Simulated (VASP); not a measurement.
Crystal: KI.

```xyz
2
Lattice="0.0000 3.5793 3.5793 3.5793 0.0000 3.5793 3.5793 3.5793 0.0000" Properties=species:S:1:pos:R:3 pbc="T T T"
I     3.5793    3.5793    3.5793
K     0.0000    0.0000    0.0000
```

Base run:

| Property | Result |
| --- | --- |
| Program | VASP 6.6.1 |
| Functional | HSE06 |
| Potentials or basis | VASP PAW PBE potentials, release 64 (I, K_sv) |
| Cutoff | 520 eV |
| k mesh | 4 × 4 × 4 |
| Occupations | fermi-dirac, width 0.05 eV |
| Spin | no spin polarisation |

Its results: band gap on the k mesh 4.86 eV; pressure -0.1 GPa.

The run is repeated on the same cell with these changes: functional from HSE06 to PBE0; further incar settings from ALGO = Normal; EDIFF = 1e-07; NBANDS = 15 to ALGO = Normal; EDIFF = 1e-06; NBANDS = 15. What comes out?

Band gap on the k mesh 5.57 eV; pressure -0.1 GPa.

Caveats: the PAW data sets were made with another functional, which shifts forces and pressure a little; spin-orbit coupling is left out, which moves the levels of the heavy elements.

